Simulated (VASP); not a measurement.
# GaP (F-43m) in VASP: settings compared

The runs below take GaP through single point, with r2SCAN, HSE06.

Everything below comes from runs of VASP 6.6.1. Logs are shortened: lines on timing, memory, paths and dates and some standing lists are left out, and cuts for length are marked.

## 1. The cell of the first run

The structure is cubic, space group F-43m (No. 216). The conventional cell has a = 5.614 Å, b = 5.614 Å, c = 5.614 Å, α = 90.00°, β = 90.00°, γ = 90.00°. Ga (site symmetry -43m) has 4 P at 2.43 Å within 3.2 Å. Within 3.2 Å of P (site symmetry -43m) lie 4 Ga at 2.43 Å.

## 2. Single point, r2SCAN (strain +3.0%)

POSCAR

```
GaP
1.0
    0.0000000000      2.8071612660      2.8071612660
    2.8071612660      0.0000000000      2.8071612660
    2.8071612660      2.8071612660      0.0000000000
Ga P
1 1
Direct
    0.0000000000      0.0000000000      0.0000000000
    0.2500000000      0.2500000000      0.2500000000
```

INCAR.step1

```
SYSTEM = GaP
  PREC = Accurate
  ENCUT = 520
  ISMEAR = 0
  SIGMA = 0.01
  LREAL = .FALSE.
  LASPH = .TRUE.
  NELM = 60
  NBANDS = 16
  GGA = PE
  ALGO = Normal
  EDIFF = 1E-4
  LWAVE = .TRUE.
  LCHARG = .FALSE.
```

INCAR.step2

```
SYSTEM = GaP
  PREC = Accurate
  ENCUT = 520
  EDIFF = 1E-7
  ISMEAR = 0
  SIGMA = 0.01
  LREAL = .FALSE.
  LASPH = .TRUE.
  NELM = 60
  ALGO = Normal
  ISIF = 2
  LWAVE = .FALSE.
  LCHARG = .FALSE.
  METAGGA = R2SCAN
  LMIXTAU = .TRUE.
  NBANDS = 16
  ISTART = 1
```

KPOINTS

```
regular mesh
0
G
  8 8 8
  0 0 0
```

Potentials or basis: VASP PAW PBE potentials, release 64 (Ga_d, P).

Command:

```
> cat potpaw_PBE.64/Ga_d/POTCAR potpaw_PBE.64/P/POTCAR > POTCAR
> cp INCAR.step1 INCAR
> mpirun -np 1 vasp_std > vasp.out
> cp INCAR.step2 INCAR
> mpirun -np 1 vasp_std > vasp.out
```

OUTCAR:

```text
SYSTEM = GaP
   PREC = Accurate
   ENCUT = 520
   EDIFF = 1E-7
   ISMEAR = 0
   LREAL = .FALSE.
   LASPH = .TRUE.
   NELM = 60
   ISIF = 2
   METAGGA = R2SCAN
   ISTART = 1

 ion  position               nearest neighbor table
   1  0.000  0.000  0.000-   2 2.43   2 2.43   2 2.43   2 2.43
   2  0.250  0.250  0.250-   1 2.43   1 2.43   1 2.43   1 2.43

  LATTYP: Found a face centered cubic cell.
 ALAT       =     5.6143225320

  Lattice vectors:

 A1 = (   0.0000000000,   2.8071612660,   2.8071612660)
 A2 = (   2.8071612660,   0.0000000000,   2.8071612660)
 A3 = (   2.8071612660,   2.8071612660,   0.0000000000)

Analysis of symmetry for initial positions (statically):
=====================================================================
 Subroutine PRICEL returns:
 Original cell was already a primitive cell.

 Routine SETGRP: Setting up the symmetry group for a
 face centered cubic supercell.

 Subroutine GETGRP returns: Found 24 space group operations
 (whereof 24 operations were pure point group operations)
 out of a pool of 48 trial point group operations.

The static configuration has the point symmetry T_d .

Analysis of symmetry for dynamics (positions and initial velocities):
=====================================================================
 Subroutine PRICEL returns:
 Original cell was already a primitive cell.

 Routine SETGRP: Setting up the symmetry group for a
 face centered cubic supercell.

 Subroutine GETGRP returns: Found 24 space group operations
 (whereof 24 operations were pure point group operations)
 out of a pool of 48 trial point group operations.

The dynamic configuration has the point symmetry T_d .

 Subroutine INISYM returns: Found 24 space group operations
 (whereof 24 operations are pure point group operations),
 and found     1 'primitive' translations

----------------------------------------------------------------------------------------

                                     Primitive cell

  volume of cell :      44.2417

  direct lattice vectors                    reciprocal lattice vectors
     0.000000000  2.807161266  2.807161266    -0.178115880  0.178115880  0.178115880
     2.807161266  0.000000000  2.807161266     0.178115880 -0.178115880  0.178115880
     2.807161266  2.807161266  0.000000000     0.178115880  0.178115880 -0.178115880

  length of vectors
     3.969925534  3.969925534  3.969925534     0.308505754  0.308505754  0.308505754

  position of ions in fractional coordinates (direct lattice)
     0.000000000  0.000000000  0.000000000
     0.250000000  0.250000000  0.250000000

  ion indices of the primitive-cell ions
   primitive index   ion index
                 1           1
                 2           2

----------------------------------------------------------------------------------------

 KPOINTS: regular mesh

Automatic generation of k-mesh.
 Grid dimensions read from file:
 generate k-points for:    8    8    8

 Generating k-lattice:

  Cartesian coordinates                     Fractional coordinates (reciprocal lattice)
    -0.022264485  0.022264485  0.022264485     0.125000000  0.000000000  0.000000000
     0.022264485 -0.022264485  0.022264485     0.000000000  0.125000000  0.000000000
     0.022264485  0.022264485 -0.022264485     0.000000000  0.000000000  0.125000000

  Length of vectors
     0.038563219  0.038563219  0.038563219

  Shift w.r.t. Gamma in fractional coordinates (k-lattice)
     0.000000000  0.000000000  0.000000000

 Subroutine IBZKPT returns following result:
 ===========================================

 Found     29 irreducible k-points:

 Following reciprocal coordinates:
            Coordinates               Weight
  0.000000  0.000000  0.000000      1.000000
  0.125000  0.000000  0.000000      8.000000
  0.250000  0.000000  0.000000      8.000000
  0.375000  0.000000  0.000000      8.000000
  0.500000  0.000000  0.000000      4.000000
  0.125000  0.125000  0.000000      6.000000
[... 16 lines left out ...]
  0.500000  0.250000  0.125000     48.000000
 -0.375000  0.250000  0.125000     24.000000
 [... further k-points ...]
   k-points           NKPTS =     29   k-points in BZ     NKDIM =     29   number of bands    NBANDS=     16
   number of dos      NEDOS =    301   number of ions     NIONS =      2
   total plane-waves  NPLWV =  27000
   dimension x,y,z NGX =    30 NGY =   30 NGZ =   30
   dimension x,y,z NGXF=    60 NGYF=   60 NGZF=   60
   ions per type =               1   1
   NGX,Y,Z   is equivalent  to a cutoff of  12.56, 12.56, 12.56 a.u.
   NGXF,Y,Z  is equivalent  to a cutoff of  25.13, 25.13, 25.13 a.u.
 SYSTEM =  GaP
   PREC   = accura    normal or accurate (medium, high low for compatibility)
   ISTART =      1    job   : 0-new  1-cont  2-samecut
   ICHARG =      0    charge: 1-file 2-atom 10-const
   ISPIN  =      1    spin polarized calculation?
   LNONCOLLINEAR =      F non collinear calculations
   LSORBIT =      F    spin-orbit coupling
   LASPH  =      T    aspherical Exc in radial PAW
   ENCUT  =  520.0 eV  38.22 Ry    6.18 a.u.   7.38  7.38  7.38*2*pi/ulx,y,z
   NELM   =     60;   NELMIN=  2; NELMDL=  0     # of ELM steps
   EDIFF  = 0.1E-06   stopping-criterion for ELM
   LREAL  =      F    real-space projection
   EDIFFG = 0.1E-05   stopping-criterion for IOM
   NSW    =      0    number of steps for IOM
   IBRION =     -1    ionic relax: 0-MD 1-quasi-New 2-CG
   NFREE  =      0    steps in history (QN), initial steepest desc. (CG)
   ISIF   =      2    stress and relaxation
   ISYM   =      2    0-nonsym 1-usesym 2-fastsym
   POTIM  = 0.5000    time-step for ionic-motion
   TEBEG  =    0.0;   TEEND  =   0.0 temperature during run
   PSTRESS=    0.0 pullay stress
   NELECT =      18.0000    total number of electrons
   NUPDOWN=      -1.0000    fix difference up-down
   EMIN   =  10.00;   EMAX   =-10.00  energy-range for DOS
   EFERMI =   0.00;   METHOD = LEGACY
   ISMEAR =     0;   SIGMA  =   0.01  broadening in eV -4-tet -1-fermi 0-gaus
   EFERMI_NEDOS =   21; number of points for ismear=-14 and -15
   IALGO  =     38    algorithm
   IMIX   =      4    mixing-type and parameters
     AMIX     =   0.40;   BMIX     =  1.00
     AMIX_MAG =   1.60;   BMIX_MAG =  1.00
  volume/ion in A,a.u.               =      22.12       149.28
  Fermi-wavevector in a.u.,A,eV,Ry     =   1.213077  2.292383 20.021726  1.471555
  Thomas-Fermi vector in A             =   2.348540
   LORBIT       =      0    0 simple, 1 ext, 2 COOP (PROOUT), +10 PAW based schemes
   METAGGA = R2SCAN    functional components
   LHFCALC =     F    Hartree Fock is set to
   AEXX    =    0.0000 exact exchange contribution
   IVDW    =     0    specifies the selected vdW correction
   LEPSILON=     F    determine dielectric tensor
   LRPA    =     F    only Hartree local field effects (RPA)
 non-spin polarized calculation
 Gauss-broadening in eV      SIGMA  =   0.01
  energy-cutoff  :      520.00
  volume of cell :       44.24
 maximum number of plane-waves:      1243
 NGX is ok and might be reduce to    30
   NGX = 15   NGY = 15   NGZ = 15

 number of electron      18.0000010 magnetization

 Free energy of the ion-electron system (eV)
  ---------------------------------------------------
  ext. energy  EPLUGINS =         0.00000000
  ---------------------------------------------------
  free energy    TOTEN  =       -21.38120272 eV

  energy without entropy =      -21.38120272  energy(sigma->0) =      -21.38120272

 E-fermi :   3.7096     XC(G=0): -10.1221

 val. band max:        3.5915675687   @ k =   0.0000   0.0000   0.0000
 cond. band min:       5.1687573985   @ k =   0.0000   0.0000   0.0000
 fundamental gap:      1.5771898298
 Fermi energy:         3.7095573647

 k-point     1 :       0.0000    0.0000    0.0000
  band No.  band energies     occupation
      1     -11.2798      2.00000
      2     -11.2798      2.00000
      3     -11.2798      2.00000
      4     -11.1931      2.00000
      5     -11.1931      2.00000
      6      -8.7768      2.00000
[... 8 lines left out ...]
     15      13.7438      0.00000
     16      13.7438      0.00000

 k-point     2 :       0.1250    0.0000    0.0000
  band No.  band energies     occupation
      1     -11.2902      2.00000
      2     -11.2761      2.00000
      3     -11.2760      2.00000
      4     -11.1930      2.00000
      5     -11.1930      2.00000
      6      -8.5876      2.00000
[... 8 lines left out ...]
     15      13.1606      0.00000
     16      13.4931      0.00000

 k-point     3 :       0.2500    0.0000    0.0000
  band No.  band energies     occupation
      1     -11.3135      2.00000
      2     -11.2679      2.00000
      3     -11.2679      2.00000
      4     -11.1920      2.00000
      5     -11.1920      2.00000
      6      -8.0546      2.00000
[... 8 lines left out ...]
     15      12.9791      0.00000
     16      13.8592      0.00000

 k-point     4 :       0.3750    0.0000    0.0000
  band No.  band energies     occupation
      1     -11.3351      2.00000
      2     -11.2614      2.00000
      3     -11.2614      2.00000
      4     -11.1893      2.00000
      5     -11.1893      2.00000
      6      -7.3280      2.00000
[... 8 lines left out ...]
     15      14.1250      0.00000
     16      14.1250      0.00000

 k-point     5 :       0.5000    0.0000    0.0000
  band No.  band energies     occupation
      1     -11.3436      2.00000
      2     -11.2592      2.00000
      3     -11.2592      2.00000
      4     -11.1877      2.00000
      5     -11.1877      2.00000
      6      -6.9031      2.00000
[... 8 lines left out ...]
     15      15.6233      0.00000
     16      15.6233      0.00000

 k-point     6 :       0.1250    0.1250    0.0000
  band No.  band energies     occupation
      1     -11.2972      2.00000
      2     -11.2725      2.00000
      3     -11.2725      2.00000
      4     -11.1960      2.00000
      5     -11.1906      2.00000
      6      -8.5245      2.00000
[... 8 lines left out ...]
     15      13.8324      0.00000
     16      13.9921      0.00000

 k-point     7 :       0.2500    0.1250    0.0000
  band No.  band energies     occupation
      1     -11.3161      2.00000
      2     -11.2656      2.00000
      3     -11.2640      2.00000
      4     -11.1982      2.00000
      5     -11.1882      2.00000
      6      -8.1040      2.00000
[... 8 lines left out ...]
     15      14.0031      0.00000
     16      14.9486      0.00000

 k-point     8 :       0.3750    0.1250    0.0000
  band No.  band energies     occupation
      1     -11.3352      2.00000
      2     -11.2598      2.00000
      3     -11.2567      2.00000
      4     -11.1969      2.00000
      5     -11.1862      2.00000
      6      -7.4232      2.00000
[... 8 lines left out ...]
     15      14.7334      0.00000
     16      14.8313      0.00000

 k-point     9 :       0.5000    0.1250    0.0000
  band No.  band energies     occupation
      1     -11.3456      2.00000
      2     -11.2570      2.00000
      3     -11.2541      2.00000
      4     -11.1926      2.00000
      5     -11.1866      2.00000
      6      -6.8249      2.00000
[... 8 lines left out ...]
     15      15.6226      0.00000
     16      15.7229      0.00000
[... 172 lines left out ...]
 k-point    19 :       0.5000    0.3750    0.0000
  band No.  band energies     occupation
      1     -11.3693      2.00000
      2     -11.2345      2.00000
      3     -11.2319      2.00000
      4     -11.2141      2.00000
      5     -11.1784      2.00000
      6      -6.2698      2.00000
[... 8 lines left out ...]
     15      15.9661      0.00000
     16      16.9275      0.00000

 k-point    20 :      -0.3750    0.3750    0.0000
  band No.  band energies     occupation
      1     -11.3630      2.00000
      2     -11.2418      2.00000
      3     -11.2351      2.00000
      4     -11.2071      2.00000
      5     -11.1832      2.00000
      6      -6.1290      2.00000
[... 8 lines left out ...]
     15      14.3691      0.00000
     16      18.3269      0.00000

 k-point    21 :       0.5000    0.5000    0.0000
  band No.  band energies     occupation
      1     -11.3759      2.00000
      2     -11.2280      2.00000
      3     -11.2280      2.00000
      4     -11.2187      2.00000
      5     -11.1759      2.00000
      6      -6.0883      2.00000
[... 8 lines left out ...]
     15      16.4298      0.00000
     16      16.8669      0.00000

 k-point    22 :       0.3750    0.2500    0.1250
  band No.  band energies     occupation
      1     -11.3333      2.00000
      2     -11.2582      2.00000
      3     -11.2551      2.00000
      4     -11.2008      2.00000
      5     -11.1859      2.00000
      6      -7.6011      2.00000
[... 8 lines left out ...]
     15      14.9853      0.00000
     16      16.1478      0.00000

 k-point    23 :       0.5000    0.2500    0.1250
  band No.  band energies     occupation
      1     -11.3463      2.00000
      2     -11.2546      2.00000
      3     -11.2478      2.00000
      4     -11.1992      2.00000
      5     -11.1860      2.00000
      6      -6.9218      2.00000
[... 8 lines left out ...]
     15      15.3097      0.00000
     16      16.7042      0.00000

 k-point    24 :      -0.3750    0.2500    0.1250
  band No.  band energies     occupation
      1     -11.3511      2.00000
      2     -11.2538      2.00000
      3     -11.2451      2.00000
      4     -11.1966      2.00000
      5     -11.1873      2.00000
      6      -6.5316      2.00000
[... 8 lines left out ...]
     15      15.9107      0.00000
     16      16.3057      0.00000

 [... further k-points ...]

------------------------ aborting loop because EDIFF is reached ----------------------------------------

  FORCE on cell =-STRESS in cart. coord.  units (eV):
  Direction    XX          YY          ZZ          XY          YZ          ZX
  --------------------------------------------------------------------------------------
  -------------------------------------------------------------------------------------
  Total       -1.7679610     -1.7679610     -1.7679610      0.0000000      0.0000000      0.0000000
  in kB      -64.0252361    -64.0252361    -64.0252361      0.0000000      0.0000000      0.0000000
  external PRESSURE =     -64.0252361 kB  Pullay stress =       0.0000000 kB

 VOLUME and BASIS-vectors are now :
 -----------------------------------------------------------------------------
  energy-cutoff  :      520.00
  volume of cell :       44.24
      direct lattice vectors                 reciprocal lattice vectors
     0.000000000  2.807161266  2.807161266    -0.178115880  0.178115880  0.178115880
     2.807161266  0.000000000  2.807161266     0.178115880 -0.178115880  0.178115880
     2.807161266  2.807161266  0.000000000     0.178115880  0.178115880 -0.178115880

 POSITION                                       TOTAL-FORCE (eV/Angst)
 -----------------------------------------------------------------------------------
      0.00000      0.00000      0.00000        -0.000000     -0.000000     -0.000000
      1.40358      1.40358      1.40358         0.000000      0.000000      0.000000
 -----------------------------------------------------------------------------------
    total drift:                                0.000002      0.000002      0.000002

  FREE ENERGIE OF THE ION-ELECTRON SYSTEM (eV)
  ---------------------------------------------------
  free  energy   TOTEN  =       -21.3812027187 eV

  energy  without entropy=      -21.3812027187  energy(sigma->0) =      -21.38120272
```

Wall time 65 s (1 thread of Intel Xeon Platinum 8488C (Sapphire Rapids), shared host); peak memory 0.17 GiB.

Results:

| Quantity | Value |
| --- | --- |
| Free energy | -21.3812 eV |
| Pressure | -6.4 GPa |
| Band gap on the k mesh | 1.58 eV |

Levels at points of the mesh, in eV from the valence-band top:
```csv
k point,band 5,band 6,band 7,band 8,band 9,band 10,band 11,band 12,band 13,band 14
"(0.00, 0.00, 0.00)",-14.78,-12.37,0.00,0.00,0.00,1.58,4.20,4.20,4.20,9.03
"(0.50, 0.00, 0.00)",-14.78,-10.49,-6.35,-1.04,-1.04,1.75,5.07,5.07,8.60,10.99
"(0.50, 0.50, 0.00)",-14.77,-9.68,-6.54,-2.49,-2.49,2.08,2.15,10.65,10.65,11.17
```

Caveat: the cell differs from its parent crystal (strain +3.0%); the cell stands under tension; the PAW data sets were made with another functional, which shifts forces and pressure a little.

(Continued in part 2 of 2.)
